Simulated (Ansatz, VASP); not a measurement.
# Si in VASP and in Ansatz

The input INCAR:

```
SYSTEM = Si
ALGO     = Normal         ! electronic algorithm
EDIFF    = 1E-6           ! SCF threshold, eV
ENCUT    = 500            ! plane-wave cutoff, eV
GGA      = PE             ! functional
GGA_COMPAT= .False.      
ISIF     = 2              ! what is computed and relaxed
ISMEAR   = 0              ! smearing method
LASPH    = .True.         ! aspherical terms in the spheres
LCHARG   = .True.         ! write CHGCAR
LELF     = .True.         ! ELF
LREAL    = .False.        ! projectors in reciprocal space
LVHAR    = .True.       
LWAVE    = .False.        ! write WAVECAR
NBANDS   = 11             ! bands
NELM     = 120            ! most SCF steps
PREC     = Accurate       ! precision mode
SIGMA    = 0.02           ! smearing width, eV
```

The input KPOINTS:

```
k-points
0
Gamma
  8 8 8
  0 0 0
```

Contents of POSCAR:

```
Si
1.0
    0.0000000000      2.7349905263      2.7349905263
    2.7349905263      0.0000000000      2.7349905263
    2.7349905263      2.7349905263      0.0000000000
Si
2
Direct
    0.0000000000      0.0000000000      0.0000000000
    0.2500000000      0.2500000000      0.2500000000
```

Input for Ansatz:

```yaml
crystal:
  lattice:
    - [0.0, 2.7349905263, 2.7349905263]
    - [2.7349905263, 0.0, 2.7349905263]
    - [2.7349905263, 2.7349905263, 0.0]
  atoms:
    - { symbol: Si, position: [0.0, 0.0, 0.0] }
    - { symbol: Si, position: [0.25, 0.25, 0.25] }
basis:
  ecutwfc: 600.0
kpoints:
  mp_grid: { grid: [8, 8, 8] }
  band_path:
    path:
      - [[0.0, 0.0, 0.0], [0.5, 0.0, 0.5], [0.625, 0.25, 0.625]]
      - [[0.375, 0.375, 0.75], [0.0, 0.0, 0.0], [0.5, 0.5, 0.5], [0.5, 0.25, 0.75], [0.5, 0.0, 0.5]]
    npoints: 10
hamiltonian:
  xc: pbe
scf:
  occupations: { method: gaussian, width: 0.02 }
  n_extra_bands: 7
output:
  forces: true
  stress: true
  eigenvalues: true
```

Alike in both runs: task single point; functional PBE; k mesh 8 × 8 × 8; occupations gaussian, width 0.02 eV; no spin polarisation.

```csv
,VASP,Ansatz
version,VASP 6.6.1,Ansatz 0.2.0
potentials or method,"VASP PAW PBE potentials, release 64 (Si), cutoff 500 eV","scalar-relativistic, plane waves, PAW"
valence electrons in the cell,8,8
```

Ansatz gave:

| Quantity | Value |
| --- | --- |
| gap on the k mesh at the Fermi level (eV) | 0.65 |
| least direct gap on the mesh (eV) | 2.55 |
| pressure (GPa) | 0.0 |

Question: What did VASP give for the same quantities?

Answer: gap on the k mesh at the Fermi level (eV): 0.65; least direct gap on the mesh (eV): 2.56; pressure (GPa): -0.1.
